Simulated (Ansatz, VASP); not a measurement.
## Pd in VASP and in Ansatz

```
Pd
1.0
     4.41100    0.00000    0.00000
    -2.20550    3.82004    0.00000
     0.00000    0.00000    2.62509
Pd
3
Cartesian
  0.0000 0.0000 2.6251
  0.0000 2.5467 1.3125
  2.2055 1.2733 1.3125
```

Alike in both runs: task single point; functional revPBE; k mesh 9 × 9 × 13; occupations fermi-dirac, width 0.1 eV; no spin polarisation.

|  | VASP | Ansatz |
| --- | --- | --- |
| version | VASP 6.6.1 | Ansatz 0.2.0 |
| potentials or method | VASP PAW PBE potentials, release 64 (Pd), cutoff 520 eV | plane waves (420 eV) with PAW, scalar-relativistic |
| valence electrons in the cell | 30 | 54 |

```csv
,VASP,Ansatz,Ansatz less VASP
pressure (GPa),14.8,15.3,+0.42
"traceless stress, the component that is largest in VASP (GPa)",0.17,0.14,-0.032
```

VASP's potentials were made for PBE, not for revPBE. VASP's potentials hold 30 valence electrons a cell and Ansatz's 54, so a difference there can come from the potentials and not from the codes.
